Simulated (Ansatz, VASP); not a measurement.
# Al3Cu: VASP beside Ansatz

```
CELL_PARAMETERS angstrom
3.98368 0.00000 0.00000
0.00000 3.98368 0.00000
0.00000 0.00000 3.32079
ATOMIC_POSITIONS crystal
Al 0.00000 0.50000 0.50000
Al 0.50000 0.00000 0.50000
Al 0.50000 0.50000 0.00000
Cu 0.00000 0.00000 0.00000
```

Alike in both runs: task single point; functional LDA; k mesh 12 × 12 × 12; occupations gaussian, width 0.15 eV; no spin polarisation.

```csv
,VASP,Ansatz
version,VASP 6.6.1,Ansatz 0.2.0
potentials or method,"VASP PAW LDA potentials, release 64 (Al, Cu), cutoff 520 eV","scalar-relativistic, plane waves, PAW"
valence electrons in the cell,20,28
```

Ansatz gave:

* gap on the k mesh at the Fermi level (eV): none
* pressure (GPa): 10.9
* traceless stress, the component that is largest in VASP (GPa): 5.83

Task: Which values does VASP return?

Result: gap on the k mesh at the Fermi level (eV): none; pressure (GPa): 11.3; traceless stress, the component that is largest in VASP (GPa): 5.78.

Ansatz warns that its potentials were made for another functional, while VASP's fit it. LDA's correlation is that of Perdew and Zunger in VASP and of Perdew and Wang (1992) in Ansatz. A gap of «none» marks a metal or a gap that the smearing closes. VASP's potentials hold 20 valence electrons a cell and Ansatz's 28, so a difference there can come from the potentials and not from the codes.
